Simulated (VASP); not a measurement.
# Be in VASP: notebook, part 2 of 2

VASP 6.6.1.

### Step 3. Single point, PBEsol

This run uses another cell than the first one: it holds 2 atoms, not 6.

INCAR reads:

```
PREC = Accurate
ENCUT = 520
EDIFF = 1E-6
ISMEAR = 0
SIGMA = 0.1
LREAL = F
LASPH = T
NELM = 100
ALGO = Fast
ISIF = 2
LWAVE = F
LCHARG = T
GGA = PS
LELF = T
LVHAR = T
NBANDS = 9
```

KPOINTS reads:

```
regular mesh
0
Gamma
  27 27 16
```

POSCAR reads:

```
Be
1.0
    2.2572144107      0.0000000000      0.0000000000
   -1.1286072053      1.9548050215      0.0000000000
    0.0000000000      0.0000000000      3.5522647789
Be
2
Direct
    0.3333333333      0.6666666667      0.2500000000
    0.6666666667      0.3333333333      0.7500000000
```

Potentials or basis: VASP PAW PBE potentials, release 64 (Be).

Launch:

```
cat potpaw_PBE.64/Be/POTCAR > POTCAR
mpirun -np 1 vasp_std > vasp.out
```

OUTCAR:

```text
PREC = Accurate
   ENCUT = 520
   EDIFF = 1E-6
   ISMEAR = 0
   LREAL = F
   LASPH = T
   NELM = 100
   ISIF = 2
   GGA = PS

 ion  position               nearest neighbor table
   1  0.333  0.667  0.250-   2 2.20   2 2.20   2 2.20   2 2.20   2 2.20   2 2.20
   2  0.667  0.333  0.750-   1 2.20   1 2.20   1 2.20   1 2.20   1 2.20   1 2.20

  LATTYP: Found a hexagonal cell.
 ALAT       =     2.2572144107
 C/A-ratio  =     1.5737383042

  Lattice vectors:

 A1 = (   2.2572144107,   0.0000000000,   0.0000000000)
 A2 = (  -1.1286072053,   1.9548050215,   0.0000000000)
 A3 = (   0.0000000000,   0.0000000000,   3.5522647789)

Analysis of symmetry for initial positions (statically):
=====================================================================
 Subroutine PRICEL returns:
 Original cell was already a primitive cell.

 Routine SETGRP: Setting up the symmetry group for a
 hexagonal supercell.

 Subroutine GETGRP returns: Found 24 space group operations
 (whereof 12 operations were pure point group operations)
 out of a pool of 24 trial point group operations.

The static configuration has the point symmetry D_3d.
 The point group associated with its full space group is D_6h.

Analysis of symmetry for dynamics (positions and initial velocities):
=====================================================================
 Subroutine PRICEL returns:
 Original cell was already a primitive cell.

 Routine SETGRP: Setting up the symmetry group for a
 hexagonal supercell.

 Subroutine GETGRP returns: Found 24 space group operations
 (whereof 12 operations were pure point group operations)
 out of a pool of 24 trial point group operations.

The dynamic configuration has the point symmetry D_3d.
 The point group associated with its full space group is D_6h.

 Subroutine INISYM returns: Found 24 space group operations
 (whereof 12 operations are pure point group operations),
 and found     1 'primitive' translations

----------------------------------------------------------------------------------------

                                     Primitive cell

  volume of cell :      15.6741

  direct lattice vectors                    reciprocal lattice vectors
     2.257214411  0.000000000  0.000000000     0.443023930  0.255779985  0.000000000
    -1.128607205  1.954805021  0.000000000     0.000000000  0.511559971  0.000000000
     0.000000000  0.000000000  3.552264779     0.000000000  0.000000000  0.281510547

  length of vectors
     2.257214411  2.257214411  3.552264779     0.511559971  0.511559971  0.281510547

  position of ions in fractional coordinates (direct lattice)
     0.333333333  0.666666667  0.250000000
     0.666666667  0.333333333  0.750000000

  ion indices of the primitive-cell ions
   primitive index   ion index
                 1           1
                 2           2

----------------------------------------------------------------------------------------

 KPOINTS: regular mesh

Automatic generation of k-mesh.
 Grid dimensions read from file:
 generate k-points for:   27   27   16

 Generating k-lattice:

  Cartesian coordinates                     Fractional coordinates (reciprocal lattice)
     0.016408294  0.009473333  0.000000000     0.037037037  0.000000000  0.000000000
     0.000000000  0.018946666  0.000000000     0.000000000  0.037037037  0.000000000
     0.000000000  0.000000000  0.017594409     0.000000000  0.000000000  0.062500000

  Length of vectors
     0.018946666  0.018946666  0.017594409

  Shift w.r.t. Gamma in fractional coordinates (k-lattice)
     0.000000000  0.000000000  0.000000000

 Subroutine IBZKPT returns following result:
 ===========================================

 Found    675 irreducible k-points:

 Following reciprocal coordinates:
            Coordinates               Weight
  0.000000  0.000000  0.000000      1.000000
  0.037037 -0.000000  0.000000      6.000000
  0.074074 -0.000000  0.000000      6.000000
  0.111111 -0.000000  0.000000      6.000000
  0.148148 -0.000000  0.000000      6.000000
  0.185185 -0.000000  0.000000      6.000000
[... 16 lines left out ...]
  0.333333  0.037037  0.000000     12.000000
  0.370370  0.037037  0.000000     12.000000
 [... further k-points ...]
   k-points           NKPTS =    675   k-points in BZ     NKDIM =    675   number of bands    NBANDS=      9
   number of dos      NEDOS =    301   number of ions     NIONS =      2
   total plane-waves  NPLWV =   9072
   dimension x,y,z NGX =    18 NGY =   18 NGZ =   28
   dimension x,y,z NGXF=    36 NGYF=   36 NGZF=   56
   ions per type =               2
   NGX,Y,Z   is equivalent  to a cutoff of  13.26, 13.26, 13.10 a.u.
   NGXF,Y,Z  is equivalent  to a cutoff of  26.51, 26.51, 26.21 a.u.
 SYSTEM =  unknown system
   PREC   = accura    normal or accurate (medium, high low for compatibility)
   ISTART =      0    job   : 0-new  1-cont  2-samecut
   ICHARG =      2    charge: 1-file 2-atom 10-const
   ISPIN  =      1    spin polarized calculation?
   LNONCOLLINEAR =      F non collinear calculations
   LSORBIT =      F    spin-orbit coupling
   LASPH  =      T    aspherical Exc in radial PAW
   ENCUT  =  520.0 eV  38.22 Ry    6.18 a.u.   4.20  4.20  6.60*2*pi/ulx,y,z
   NELM   =    100;   NELMIN=  2; NELMDL= -5     # of ELM steps
   EDIFF  = 0.1E-05   stopping-criterion for ELM
   LREAL  =      F    real-space projection
   EDIFFG = 0.1E-04   stopping-criterion for IOM
   NSW    =      0    number of steps for IOM
   IBRION =     -1    ionic relax: 0-MD 1-quasi-New 2-CG
   NFREE  =      0    steps in history (QN), initial steepest desc. (CG)
   ISIF   =      2    stress and relaxation
   ISYM   =      2    0-nonsym 1-usesym 2-fastsym
   POTIM  = 0.5000    time-step for ionic-motion
   TEBEG  =    0.0;   TEEND  =   0.0 temperature during run
   PSTRESS=    0.0 pullay stress
   NELECT =       4.0000    total number of electrons
   NUPDOWN=      -1.0000    fix difference up-down
   EMIN   =  10.00;   EMAX   =-10.00  energy-range for DOS
   EFERMI =   0.00;   METHOD = LEGACY
   ISMEAR =     0;   SIGMA  =   0.10  broadening in eV -4-tet -1-fermi 0-gaus
   EFERMI_NEDOS =   21; number of points for ismear=-14 and -15
   IALGO  =     68    algorithm
   IMIX   =      4    mixing-type and parameters
     AMIX     =   0.40;   BMIX     =  1.00
     AMIX_MAG =   1.60;   BMIX_MAG =  1.00
  volume/ion in A,a.u.               =       7.84        52.89
  Fermi-wavevector in a.u.,A,eV,Ry     =   1.038407  1.962305 14.671015  1.078289
  Thomas-Fermi vector in A             =   2.172890
   LORBIT       =      0    0 simple, 1 ext, 2 COOP (PROOUT), +10 PAW based schemes
   GGA     = PS    functional components
   LHFCALC =     F    Hartree Fock is set to
   AEXX    =    0.0000 exact exchange contribution
   IVDW    =     0    specifies the selected vdW correction
   LEPSILON=     F    determine dielectric tensor
   LRPA    =     F    only Hartree local field effects (RPA)
 non-spin polarized calculation
 RMM-DIIS sequential band-by-band and
 Gauss-broadening in eV      SIGMA  =   0.10
  energy-cutoff  :      520.00
  volume of cell :       15.67
 maximum number of plane-waves:       446
 NGX is ok and might be reduce to    18

 number of electron       4.0000000 magnetization

 Free energy of the ion-electron system (eV)
  ---------------------------------------------------
  ext. energy  EPLUGINS =         0.00000000
  ---------------------------------------------------
  free energy    TOTEN  =        -7.99697174 eV

  energy without entropy =       -7.99626820  energy(sigma->0) =       -7.99661997

 E-fermi :   7.0014     XC(G=0): -10.6369

 val. band max:        6.9829517675   @ k =   0.2963   0.2963   0.1875
 cond. band min:       7.0084794634   @ k =   0.2593   0.2593   0.1250
 fundamental gap:      0.0255276959
 Fermi energy:         7.0014399054

 k-point     1 :       0.0000    0.0000    0.0000
  band No.  band energies     occupation
      1      -4.3044      2.00000
      2       2.6013      2.00000
      3       8.2535      0.00000
      4      23.1799      0.00000
      5      23.1799      0.00000
      6      26.0465      0.00000
      7      26.0465      0.00000
      8      28.1806      0.00000
      9      34.3255      0.00000
[... 265 lines left out ...]
 k-point    24 :       0.3704    0.0370    0.0000
  band No.  band energies     occupation
      1       0.0429      2.00000
      2       6.3261      2.00000
      3       8.2468      0.00000
      4      13.2716      0.00000
      5      16.5272      0.00000
      6      16.9639      0.00000
      7      19.4925      0.00000
      8      24.4277      0.00000
      9      27.1364      0.00000

 [... further k-points ...]
[... 5 lines left out ...]
  --------------------------------------------------------------------------------------
  -------------------------------------------------------------------------------------
  Total        0.0376194      0.0376194      0.0423314      0.0000000     -0.0000000      0.0000000
  in kB        3.8453918      3.8453918      4.3270461      0.0000000     -0.0000000      0.0000000
  external PRESSURE =       4.0059432 kB  Pullay stress =       0.0000000 kB

 VOLUME and BASIS-vectors are now :
 -----------------------------------------------------------------------------
  energy-cutoff  :      520.00
  volume of cell :       15.67
      direct lattice vectors                 reciprocal lattice vectors
     2.257214411  0.000000000  0.000000000     0.443023930  0.255779985  0.000000000
    -1.128607205  1.954805021  0.000000000     0.000000000  0.511559971  0.000000000
     0.000000000  0.000000000  3.552264779     0.000000000  0.000000000  0.281510547

 POSITION                                       TOTAL-FORCE (eV/Angst)
 -----------------------------------------------------------------------------------
     -0.00000      1.30320      0.88807        -0.000000      0.000000      0.000000
      1.12861      0.65160      2.66420         0.000000     -0.000000      0.000000
 -----------------------------------------------------------------------------------
    total drift:                                0.000000     -0.000000      0.000000

  FREE ENERGIE OF THE ION-ELECTRON SYSTEM (eV)
  ---------------------------------------------------
  free  energy   TOTEN  =        -7.9969717380 eV

  energy  without entropy=       -7.9962681979  energy(sigma->0) =       -7.99661997
```

Wall time 63 s (1 thread of Intel Xeon Platinum 8259CL at 2.50GHz (Skylake/Cascade Lake), shared host); peak memory 0.19 GiB.

Results:

| Property | Result |
| --- | --- |
| Free energy | -7.9970 eV |
| Pressure | 0.4 GPa |
| Band gap on the k mesh | zero (band 2 reaches 8.12 eV, above the bottom of band 3 at 5.98 eV) |

Levels at points of the mesh, in eV from the Fermi level:
| k point | band 1 | band 2 | band 3 | band 4 | band 5 |
| --- | --- | --- | --- | --- | --- |
| (0.00, 0.00, 0.00) | -11.31 | -4.40 | 1.25 | 16.18 | 16.18 |
| (0.00, 0.00, 0.50) | -9.14 | -9.14 | 10.88 | 10.88 | 17.84 |

Caveat: the PAW data sets were made with another functional, which shifts forces and pressure a little.

### Step 4. Single point, PBEsol

This run uses another cell than the first one: it holds 2 atoms, not 6.

INCAR reads:

```
PREC = Accurate
ENCUT = 520
EDIFF = 1E-6
ISMEAR = 0
SIGMA = 0.1
LREAL = False
LASPH = True
NELM = 60
ALGO = Fast
ISIF = 2
LWAVE = False
LCHARG = False
GGA = PS
NBANDS = 9
```

KPOINTS is that of step 3.

POSCAR reads:

```
Be
1.0
    2.2573963947      0.0000000000      0.0000000000
   -1.1286981974      1.9549626242      0.0000000000
    0.0000000000      0.0000000000      3.5522788038
Be
2
Direct
    0.6666666667      0.3333333333      0.7500000000
    0.3333333333      0.6666666667      0.2500000000
```

Launch:

```
cat potpaw_PBE.64/Be/POTCAR > POTCAR
mpirun -np 1 vasp_std > vasp.out
```

It took 63 s on 1 thread of Intel Xeon Platinum 8259CL at 2.50GHz (Skylake/Cascade Lake), shared host; peak memory 0.19 GiB.

It converged, with:

```
Free energy            : -7.9970 eV
Pressure               : 0.4 GPa
Band gap on the k mesh : zero (band 2 reaches 8.12 eV, above the bottom of band 3 at 5.98 eV)
```

Levels at points of the mesh, in eV from the Fermi level:
| k point | band 1 | band 2 | band 3 | band 4 | band 5 |
| --- | --- | --- | --- | --- | --- |
| (0.00, 0.00, 0.00) | -11.30 | -4.40 | 1.25 | 16.18 | 16.18 |
| (0.00, 0.00, 0.50) | -9.14 | -9.14 | 10.89 | 10.89 | 17.84 |

Caveat: the PAW data sets were made with another functional, which shifts forces and pressure a little.
